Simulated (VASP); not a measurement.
Crystal: SiC.

```xyz
2
Lattice="0.0000 2.0292 2.0292 2.0292 0.0000 2.0292 2.0292 2.0292 0.0000" Properties=species:S:1:pos:R:3 pbc="T T T"
Si    0.0000    0.0000    0.0000
C     2.0292    2.0292    2.0292
```

| Item | Value |
| --- | --- |
| Program | VASP 6.6.1 |
| Task | relaxation of cell and atoms |
| Functional | r2SCAN |
| Potentials or basis | VASP PAW PBE potentials, release 64 (Si, C) |
| Cutoff | 600 eV |
| k mesh | 10 × 10 × 10 |
| Occupations | fermi-dirac, width 0.02 eV |
| Spin | no spin polarisation |

At the start: pressure -6.1 GPa; volume 8.36 Å³/atom.

Problem. Where does the relaxation end?

Solution. Over 3 steps the energy falls by 3.6 meV/atom and the volume is 8.17 Å³/atom (-2.2 %); space group Fm-3m (No. 225, to 0.05 Å).

The path:
```csv
step,energy change (eV),largest force (eV/Å),pressure (GPa),volume (Å³)
1,0.0000,0.0000,-6.05,16.71
2,0.0004,0.0000,6.29,15.96
3,-0.0073,0.0000,-0.05,16.34
```

Final structure:
```
Si C
1.0
     0.00000    2.01410    2.01410
     2.01410    0.00000    2.01410
     2.01410    2.01410    0.00000
Si C
1 1
Direct
  0.00000 0.00000 0.00000
  0.50000 0.50000 0.50000
```

Caveat: the PAW data sets were made with another functional, which shifts forces and pressure a little.
